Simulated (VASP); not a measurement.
Here is a VASP 6.6.1 calculation.

File INCAR:

```
SYSTEM = Rb
PREC = Accurate
ENCUT = 520
EDIFF = 1E-6
ISMEAR = -1
SIGMA = 0.05
LREAL = .FALSE.
LASPH = .TRUE.
NELM = 100
ALGO = Fast
ISIF = 2
LWAVE = .FALSE.
LCHARG = .TRUE.
GGA = PE
LELF = .TRUE.
LVHAR = .TRUE.
NBANDS = 16
```

Contents of KPOINTS:

```
regular mesh
0
G
  6 6 3
  0 0 0
```

The input POSCAR:

```
Rb
1.0
    5.0882069760      0.0000000000      0.0000000000
   -2.5441034880      4.4065165009      0.0000000000
    0.0000000000      0.0000000000      8.4420579800
Rb
2
Direct
    0.6666666667      0.3333333333      0.7500000000
    0.3333333333      0.6666666667      0.2500000000
```

Potentials or basis: VASP PAW PBE potentials, release 64 (Rb_sv).

Run with:

```bash
$ cat potpaw_PBE.64/Rb_sv/POTCAR > POTCAR
$ mpirun -np 1 vasp_std > vasp.out
```

(1) Estimate the pressure.

(2) What does it give for the band gap on the k mesh?

Results:

(1) -0.1 GPa.

(2) zero (bands 9 and 10 overlap by 1.74 eV).
